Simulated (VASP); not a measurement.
# HC19O in VASP: further runs

The runs below take HC19O through single point, with PBEsol.

Program: VASP 6.6.1. These are calculated values, not measurements. Logs are shortened: lines on timing, memory, paths and dates and some standing lists are left out, and cuts for length are marked.

## Step 1: The cell of the first run

The cell holds a slab with vacuum, 21 atoms: a = 7.398 Å, b = 7.398 Å, c = 11.000 Å, α = 90.00°, β = 90.00°, γ = 120.00°.

## Step 2: Single point, PBEsol, collinear spin, zero start

File INCAR:

```
PREC = Accurate
ENCUT = 520
EDIFF = 1E-6
ISMEAR = -1
SIGMA = 0.05
LREAL = Auto
LASPH = True
NELM = 150
ALGO = Normal
ISIF = 2
LWAVE = False
LCHARG = False
ISPIN = 2
MAGMOM = 0 0 0 0 0 0 0 0 0 0 0 0 0 0 0 0 0 0 0 0 0
LORBIT = 11
GGA = PS
NBANDS = 62
```

File KPOINTS:

```
Automatic mesh
0
Gamma
  2 2 1
```

File POSCAR:

```
HC19O
1.0
    7.3980000000      0.0000000000      0.0000000000
   -3.6990000000      6.4068560000      0.0000000000
    0.0000000000      0.0000000000     11.0000000000
C H O
19 1 1
Direct
    0.0025755309      0.0136625515      0.0865017273
    0.2232086302      0.1213969847      0.0884080000
    0.0041785882      0.3488770467      0.0869144545
    0.2242580612      0.4606740030      0.0888517273
    0.0034591186      0.6814016110      0.0837669091
    0.2251939821      0.7917377884      0.0843320000
    0.3359041793      0.0131406106      0.0866787273
    0.5590452516      0.1258298922      0.0884142727
    0.3370374272      0.3478785851      0.1055903636
    0.5632959847      0.4616225181      0.0886078182
    0.3360858020      0.6807593303      0.0866915455
    0.5589524105      0.7923024960      0.0877426364
    0.6701815553      0.0146964439      0.0881040909
    0.8926286344      0.1259355603      0.0879312727
    0.6715958027      0.3490648143      0.0869835455
    0.8931184346      0.4597337602      0.0845848182
    0.6710735895      0.6821358245      0.0865595455
    0.8925981604      0.7922001056      0.0843181818
    0.3524961854      0.3177525763      0.2611930000
    0.4469196049      0.2403479960      0.2753944545
    0.2735042196      0.3735334460      0.3342491818
```

Potentials or basis: VASP PAW PBE potentials, release 64 (C, H, O).

Command:

```
$ cat potpaw_PBE.64/C/POTCAR potpaw_PBE.64/H/POTCAR potpaw_PBE.64/O/POTCAR > POTCAR
$ mpirun -np 1 vasp_std > vasp.out
```

OUTCAR:

```text
PREC = Accurate
   ENCUT = 520
   EDIFF = 1E-6
   ISMEAR = -1
   LREAL = Auto
   LASPH = True
   NELM = 150
   ISIF = 2
   ISPIN = 2
   LORBIT = 11
   GGA = PS

 ion  position               nearest neighbor table
   1  0.003  0.014  0.087-   2 1.41  18 1.42  14 1.42
   2  0.223  0.121  0.088-   1 1.41   7 1.42   9 1.46
   3  0.004  0.349  0.087-   4 1.41  16 1.42  14 1.43
   4  0.224  0.461  0.089-   3 1.41  11 1.41   9 1.46
   5  0.003  0.681  0.084-  18 1.42  16 1.42   6 1.42
   6  0.225  0.792  0.084-   7 1.42   5 1.42  11 1.42
   7  0.336  0.013  0.087-   2 1.42   6 1.42   8 1.43
   8  0.559  0.126  0.088-  13 1.42   7 1.43  15 1.43
   9  0.337  0.348  0.106-   4 1.46  10 1.46   2 1.46  19 1.74
  10  0.563  0.462  0.089-  17 1.41  15 1.42   9 1.46
  11  0.336  0.681  0.087-   4 1.41   6 1.42  12 1.43
  12  0.559  0.792  0.088-  17 1.42  13 1.42  11 1.43
  13  0.670  0.015  0.088-   8 1.42  12 1.42  14 1.43
  14  0.893  0.126  0.088-   1 1.42  13 1.43   3 1.43
  15  0.672  0.349  0.087-  10 1.42  16 1.42   8 1.43
  16  0.893  0.460  0.085-  15 1.42   5 1.42   3 1.42
  17  0.671  0.682  0.087-  10 1.41  18 1.42  12 1.42
  18  0.893  0.792  0.084-   1 1.42  17 1.42   5 1.42
  19  0.352  0.318  0.261-  20 1.11  21 1.18   9 1.74
  20  0.447  0.240  0.275-  19 1.11
  21  0.274  0.374  0.334-  19 1.18

  LATTYP: Found a hexagonal cell.
 ALAT       =     7.3980000000
 C/A-ratio  =     1.4868883482

  Lattice vectors:

 A1 = (   7.3980000000,   0.0000000000,   0.0000000000)
 A2 = (  -3.6990000000,   6.4068560000,   0.0000000000)
 A3 = (   0.0000000000,   0.0000000000,  11.0000000000)

Analysis of symmetry for initial positions (statically):
=====================================================================
 Subroutine PRICEL returns:
 Original cell was already a primitive cell.

 Routine SETGRP: Setting up the symmetry group for a
 hexagonal supercell.

 Subroutine GETGRP returns: Found  1 space group operations
 (whereof  1 operations were pure point group operations)
 out of a pool of 24 trial point group operations.

The static configuration has the point symmetry C_1 .

Analysis of symmetry for dynamics (positions and initial velocities):
=====================================================================
 Subroutine PRICEL returns:
 Original cell was already a primitive cell.

 Routine SETGRP: Setting up the symmetry group for a
 hexagonal supercell.

 Subroutine GETGRP returns: Found  1 space group operations
 (whereof  1 operations were pure point group operations)
 out of a pool of 24 trial point group operations.

The dynamic configuration has the point symmetry C_1 .

Analysis of structural, dynamic, and magnetic symmetry:
=====================================================================
 Subroutine PRICEL returns:
 Original cell was already a primitive cell.

 Routine SETGRP: Setting up the symmetry group for a
 hexagonal supercell.

 Subroutine GETGRP returns: Found  1 space group operations
 (whereof  1 operations were pure point group operations)
 out of a pool of 24 trial point group operations.

The overall configuration has the point symmetry C_1 .

 Subroutine INISYM returns: Found  1 space group operations
 (whereof  1 operations are pure point group operations),
 and found     1 'primitive' translations

----------------------------------------------------------------------------------------

                                     Primitive cell

  volume of cell :     521.3771

  direct lattice vectors                    reciprocal lattice vectors
     7.398000000  0.000000000  0.000000000     0.135171668  0.078041398  0.000000000
    -3.699000000  6.406856000  0.000000000     0.000000000  0.156082796  0.000000000
     0.000000000  0.000000000 11.000000000     0.000000000  0.000000000  0.090909091

  length of vectors
     7.398000000  7.398000054 11.000000000     0.156082797  0.156082796  0.090909091

  position of ions in fractional coordinates (direct lattice)
     0.002575531  0.013662551  0.086501727
     0.223208630  0.121396985  0.088408000
     0.004178588  0.348877047  0.086914454
     0.224258061  0.460674003  0.088851727
     0.003459119  0.681401611  0.083766909
     0.225193982  0.791737788  0.084332000
[... 13 lines left out ...]
     0.446919605  0.240347996  0.275394455
     0.273504220  0.373533446  0.334249182

  ion indices of the primitive-cell ions
   primitive index   ion index
                 1           1
                 2           2
                 3           3
                 4           4
                 5           5
                 6           6
[... 13 lines left out ...]
                20          20
                21          21

----------------------------------------------------------------------------------------

 KPOINTS: Automatic mesh

Automatic generation of k-mesh.
 Grid dimensions read from file:
 generate k-points for:    2    2    1

 Generating k-lattice:

  Cartesian coordinates                     Fractional coordinates (reciprocal lattice)
     0.067585834  0.039020699  0.000000000     0.500000000 -0.000000000  0.000000000
     0.000000000  0.078041398  0.000000000     0.000000000  0.500000000  0.000000000
     0.000000000  0.000000000  0.090909091     0.000000000  0.000000000  1.000000000

  Length of vectors
     0.078041399  0.078041398  0.090909091

  Shift w.r.t. Gamma in fractional coordinates (k-lattice)
     0.000000000  0.000000000  0.000000000

 Subroutine IBZKPT returns following result:
 ===========================================

 Found      4 irreducible k-points:

 Following reciprocal coordinates:
            Coordinates               Weight
  0.000000  0.000000  0.000000      1.000000
  0.500000 -0.000000  0.000000      1.000000
  0.000000  0.500000  0.000000      1.000000
  0.500000  0.500000  0.000000      1.000000
   k-points           NKPTS =      4   k-points in BZ     NKDIM =      4   number of bands    NBANDS=     62
   number of dos      NEDOS =    301   number of ions     NIONS =     21
   total plane-waves  NPLWV = 263424
   dimension x,y,z NGX =    56 NGY =   56 NGZ =   84
   dimension x,y,z NGXF=   112 NGYF=  112 NGZF=  168
   ions per type =              19   1   1
   NGX,Y,Z   is equivalent  to a cutoff of  12.58, 12.58, 12.70 a.u.
   NGXF,Y,Z  is equivalent  to a cutoff of  25.17, 25.17, 25.39 a.u.
 SYSTEM =  unknown system
   PREC   = accura    normal or accurate (medium, high low for compatibility)
   ISTART =      0    job   : 0-new  1-cont  2-samecut
   ICHARG =      2    charge: 1-file 2-atom 10-const
   ISPIN  =      2    spin polarized calculation?
   LNONCOLLINEAR =      F non collinear calculations
   LSORBIT =      F    spin-orbit coupling
   LASPH  =      T    aspherical Exc in radial PAW
   ENCUT  =  520.0 eV  38.22 Ry    6.18 a.u.  13.76 13.76 20.45*2*pi/ulx,y,z
   NELM   =    150;   NELMIN=  2; NELMDL= -5     # of ELM steps
   EDIFF  = 0.1E-05   stopping-criterion for ELM
   LREAL  =      T    real-space projection
   EDIFFG = 0.1E-04   stopping-criterion for IOM
   NSW    =      0    number of steps for IOM
   IBRION =     -1    ionic relax: 0-MD 1-quasi-New 2-CG
   NFREE  =      0    steps in history (QN), initial steepest desc. (CG)
   ISIF   =      2    stress and relaxation
   ISYM   =      2    0-nonsym 1-usesym 2-fastsym
   POTIM  = 0.5000    time-step for ionic-motion
   TEBEG  =    0.0;   TEEND  =   0.0 temperature during run
   PSTRESS=    0.0 pullay stress
   NELECT =      83.0000    total number of electrons
   NUPDOWN=      -1.0000    fix difference up-down
   EMIN   =  10.00;   EMAX   =-10.00  energy-range for DOS
   EFERMI =   0.00;   METHOD = LEGACY
   ISMEAR =    -1;   SIGMA  =   0.05  broadening in eV -4-tet -1-fermi 0-gaus
   EFERMI_NEDOS =   21; number of points for ismear=-14 and -15
   IALGO  =     38    algorithm
   IMIX   =      4    mixing-type and parameters
     AMIX     =   0.40;   BMIX     =  1.00
     AMIX_MAG =   1.60;   BMIX_MAG =  1.00
  volume/ion in A,a.u.               =      24.83       167.54
  Fermi-wavevector in a.u.,A,eV,Ry     =   0.887259  1.676676 10.710884  0.787228
  Thomas-Fermi vector in A             =   2.008533
   LORBIT       =     11    0 simple, 1 ext, 2 COOP (PROOUT), +10 PAW based schemes
   GGA     = PS    functional components
   LHFCALC =     F    Hartree Fock is set to
   AEXX    =    0.0000 exact exchange contribution
   IVDW    =     0    specifies the selected vdW correction
   LEPSILON=     F    determine dielectric tensor
   LRPA    =     F    only Hartree local field effects (RPA)
 spin polarized calculation
  energy-cutoff  :      520.00
  volume of cell :      521.38
 maximum number of plane-waves:     14099
 NGX is ok and might be reduce to    56
   NGX = 27   NGY = 27   NGZ = 41

 number of electron      82.9999999 magnetization       0.0000002

 number of electron      82.9999999 magnetization      -0.0000000

 Free energy of the ion-electron system (eV)
  ---------------------------------------------------
  ext. energy  EPLUGINS =         0.00000000
  ---------------------------------------------------
  free energy    TOTEN  =      -191.03577551 eV

  energy without entropy =     -191.01647657  energy(sigma->0) =     -191.02612604

 E-fermi :  -1.1661     XC(G=0):  -4.4155

 val. band max:       -1.2997856380   @ k =   0.0000   0.0000   0.0000
 cond. band min:      -1.0188015523   @ k =   0.5000  -0.0000   0.0000
 fundamental gap:      0.2809840857
 Fermi energy:        -1.1661427599

 spin component 1

 k-point     1 :       0.0000    0.0000    0.0000
  band No.  band energies     occupation
      1     -24.8737      1.00000
      2     -20.9047      1.00000
      3     -18.6769      1.00000
      4     -18.3397      1.00000
      5     -18.2683      1.00000
      6     -18.1911      1.00000
[... 45 lines left out ...]
     52       3.7007      0.00000
     53       4.1847      0.00000
[... 166 lines left out ...]
     52       4.1950      0.00000
     53       4.6505      0.00000
 Fermi energy:        -1.1661427599

 spin component 2

 k-point     1 :       0.0000    0.0000    0.0000
  band No.  band energies     occupation
      1     -24.8737      1.00000
      2     -20.9047      1.00000
      3     -18.6769      1.00000
      4     -18.3397      1.00000
      5     -18.2683      1.00000
      6     -18.1911      1.00000
[... 45 lines left out ...]
     52       3.7007      0.00000
     53       4.1846      0.00000
[... 166 lines left out ...]
     52       4.1950      0.00000
     53       4.6505      0.00000
 [bands above 53 left out]

------------------------ aborting loop because EDIFF is reached ----------------------------------------

  FORCE on cell =-STRESS in cart. coord.  units (eV):
  Direction    XX          YY          ZZ          XY          YZ          ZX
  --------------------------------------------------------------------------------------
  -------------------------------------------------------------------------------------
  Total        0.6207348      0.9757766      0.2124952      0.3118392      0.1712876     -0.3669179
  in kB        1.9075008      2.9985341      0.6529919      0.9582730      0.5263619     -1.1275284
  external PRESSURE =       1.8530089 kB  Pullay stress =       0.0000000 kB

 VOLUME and BASIS-vectors are now :
 -----------------------------------------------------------------------------
  energy-cutoff  :      520.00
  volume of cell :      521.38
      direct lattice vectors                 reciprocal lattice vectors
     7.398000000  0.000000000  0.000000000     0.135171668  0.078041398  0.000000000
    -3.699000000  6.406856000  0.000000000     0.000000000  0.156082796  0.000000000
     0.000000000  0.000000000 11.000000000     0.000000000  0.000000000  0.090909091

 POSITION                                       TOTAL-FORCE (eV/Angst)
 -----------------------------------------------------------------------------------
     -0.03148      0.08753      0.95152        -0.003226      0.002950     -0.001524
      1.20225      0.77777      0.97249        -0.000791      0.006322     -0.001894
     -1.25958      2.23520      0.95606         0.000072     -0.003146     -0.001659
     -0.04497      2.95147      0.97737         0.002622     -0.002108     -0.004907
     -2.49491      4.36564      0.92144         0.003765      0.002532     -0.002969
     -1.26265      5.07255      0.92765         0.007732     -0.003511     -0.002412
[... 13 lines left out ...]
      2.41726      1.53988      3.02934         0.011890     -0.006961     -0.000213
      0.64168      2.39317      3.67674        -0.471444      0.215402      0.476423
 -----------------------------------------------------------------------------------
    total drift:                               -0.007531      0.016152     -0.000294

  FREE ENERGIE OF THE ION-ELECTRON SYSTEM (eV)
  ---------------------------------------------------
  free  energy   TOTEN  =      -191.0357755084 eV

  energy  without entropy=     -191.0164765684  energy(sigma->0) =     -191.02612604

 total charge

# of ion       s       p       d       tot
------------------------------------------
    1        0.857   1.799   0.000   2.656
    2        0.861   1.768   0.000   2.629
    3        0.857   1.793   0.000   2.650
    4        0.857   1.786   0.000   2.644
    5        0.860   1.785   0.000   2.645
    6        0.857   1.795   0.000   2.653
[... 13 lines left out ...]
   20        0.607   0.045   0.000   0.652
   21        1.601   3.526   0.000   5.126
--------------------------------------------------
tot         18.534  37.360   0.000  55.894

 magnetization (x)

# of ion       s       p       d       tot
------------------------------------------
    1       -0.000  -0.000   0.000  -0.000
    2       -0.000   0.000   0.000   0.000
    3       -0.000  -0.000   0.000  -0.000
    4       -0.000  -0.000   0.000  -0.000
    5       -0.000  -0.000   0.000  -0.000
    6       -0.000  -0.000   0.000  -0.000
[... 13 lines left out ...]
   20       -0.000   0.000   0.000   0.000
   21       -0.000   0.000   0.000  -0.000
--------------------------------------------------
tot         -0.000  -0.000   0.000  -0.000
```

Run time: 5.2 min. Hardware: 1 thread of Intel Xeon 6975P-C (Granite Rapids), shared host; peak memory 0.81 GiB.

Results:

| Item | Value |
| --- | --- |
| Free energy | -191.0358 eV |
| Largest force | 0.704 eV/Å |
| Net moment | 0.00 μB per cell |
| Valence electrons inside the program's atomic spheres | C 2.66, 2.63, 2.65, 2.64, 2.61, 2.55 (each value once); H 0.65; O 5.13 |

Forces on the atoms (eV/Å):
```
C   -0.003  0.003 -0.002
C   -0.001  0.006 -0.002
C    0.000 -0.003 -0.002
C    0.003 -0.002 -0.005
C    0.004  0.003 -0.003
C    0.008 -0.004 -0.002
C    0.002 -0.002  0.002
C   -0.003  0.002  0.001
C    0.004  0.008  0.009
C   -0.007  0.007 -0.001
C   -0.002 -0.002 -0.001
C    0.008 -0.005 -0.002
C   -0.001  0.001  0.001
C    0.002  0.003  0.008
C   -0.006 -0.001 -0.001
C   -0.001 -0.005 -0.003
C   -0.001 -0.003  0.003
C   -0.004 -0.006  0.005
C    0.460 -0.208 -0.484
H    0.012 -0.007  0.000
O   -0.471  0.215  0.476
```

Caveat: the k points lie up to 0.49 Å⁻¹ apart; there is no dipole correction, which matters where the two faces differ; no moment was typed at the start, so none could form; the PAW data sets were made with another functional, which shifts forces and pressure a little.

## Step 3: Single point, PBEsol, collinear spin, zero start

File INCAR:

```
SYSTEM = HC19O
ALGO = Normal ; EDIFF = 1E-6
ENCUT = 520 ; GGA = PS
ISIF = 2 ; ISMEAR = -1
ISPIN = 2 ; LASPH = .True.
LCHARG = .False. ; LORBIT = 11
LREAL = Auto ; LWAVE = .False.
MAGMOM = 0 0 0 0 0 0 0 0 0 0 0 0 0 0 0 0 0 0 0 0 0 ; NBANDS = 62
NELM = 150 ; PREC = Accurate
SIGMA = 0.05
```

File KPOINTS:

```
k-points
0
Gamma
  2 2 1
  0 0 0
```

File POSCAR:

```
HC19O
1.0
    7.3980000000      0.0000000000      0.0000000000
   -3.6990000000      6.4068560000      0.0000000000
    0.0000000000      0.0000000000     11.0000000000
C H O
19 1 1
Direct
    0.0026205239      0.0159293419      0.0839169091
    0.2236179500      0.1242475248      0.0875210909
    0.0043274730      0.3507979577      0.0854076364
    0.2250129658      0.4624079268      0.0882118182
    0.0036886802      0.6836460816      0.0814711818
    0.2256123106      0.7939953700      0.0828330909
    0.3362267105      0.0153079763      0.0859677273
    0.5593206201      0.1279318592      0.0886101818
    0.3371489018      0.3499714993      0.1009859091
    0.5626823972      0.4634026424      0.0885159091
    0.3366984836      0.6831214874      0.0852914545
    0.5592693001      0.7945521173      0.0856053636
    0.6704158452      0.0168914363      0.0866216364
    0.8928358228      0.1281174417      0.0856801818
    0.6717589081      0.3511869160      0.0869200909
    0.8932670740      0.4618063837      0.0832708182
    0.6710797534      0.6841962735      0.0843881818
    0.8927544727      0.7943832357      0.0815889091
    0.3510562021      0.2944260024      0.2698464545
    0.4477947285      0.2166867805      0.2691161818
    0.2716688775      0.3382553003      0.3470170909
```

Potentials or basis: VASP PAW PBE potentials, release 64 (C, H, O).

Command:

```
$ cat potpaw_PBE.64/C/POTCAR potpaw_PBE.64/H/POTCAR potpaw_PBE.64/O/POTCAR > POTCAR
$ mpirun -np 1 vasp_std > vasp.out
```

Run time: 4.5 min. Hardware: 1 thread of Intel Xeon 6975P-C (Granite Rapids), shared host; peak memory 0.82 GiB.

Results (log left out):

* Free energy: -190.9517 eV
* Largest force: 1.631 eV/Å
* Net moment: 0.00 μB per cell
* Valence electrons inside the program's atomic spheres: C 2.66, 2.63, 2.65, 2.64, 2.60, 2.55 (each value once); H 0.63; O 5.14

Forces on the atoms (eV/Å):
```
C    0.005 -0.012  0.031
C    0.001 -0.011  0.013
C    0.002 -0.004  0.045
C    0.007 -0.009  0.114
C   -0.001 -0.005  0.053
C    0.006 -0.018  0.009
C    0.007 -0.012 -0.029
C   -0.003 -0.012 -0.084
C    0.017 -0.018  0.188
C   -0.002 -0.007  0.050
C    0.005 -0.010  0.038
C    0.000 -0.023  0.026
C    0.000 -0.004 -0.019
C    0.000 -0.003  0.029
C    0.003 -0.011 -0.009
C    0.006 -0.009  0.022
C   -0.001 -0.008  0.045
C   -0.006 -0.016  0.040
C    0.938 -0.300 -1.301
H   -0.087  0.146 -0.014
O   -0.897  0.345  0.753
```

Levels at points of the mesh, in eV from the Fermi level:
Spin up:
```
           k point  band 38  band 39  band 40  band 41  band 42  band 43  band 44  band 45
(0.00, 0.00, 0.00)    -3.21    -3.20    -1.33    -0.53    -0.25    -0.19     1.50     1.88
(0.50, 0.00, 0.00)    -3.05    -2.86    -2.76    -2.59     0.21     1.06     1.74     2.23
(0.00, 0.50, 0.00)    -3.05    -2.88    -2.77    -2.59     0.22     0.98     1.78     2.23
(0.50, 0.50, 0.00)    -3.02    -2.83    -2.80    -2.59     0.36     1.02     1.60     2.29
```
Spin down:
| k point | band 39 | band 40 | band 41 | band 42 | band 43 | band 44 |
| --- | --- | --- | --- | --- | --- | --- |
| (0.00, 0.00, 0.00) | -3.20 | -1.33 | -0.53 | -0.25 | -0.19 | 1.50 |
| (0.50, 0.00, 0.00) | -2.86 | -2.76 | -2.59 | 0.21 | 1.06 | 1.74 |
| (0.00, 0.50, 0.00) | -2.88 | -2.77 | -2.59 | 0.22 | 0.98 | 1.78 |
| (0.50, 0.50, 0.00) | -2.83 | -2.80 | -2.59 | 0.36 | 1.02 | 1.60 |

Caveat: the k points lie up to 0.49 Å⁻¹ apart; there is no dipole correction, which matters where the two faces differ; no moment was typed at the start, so none could form; the PAW data sets were made with another functional, which shifts forces and pressure a little.

[end of part 1 of 3]
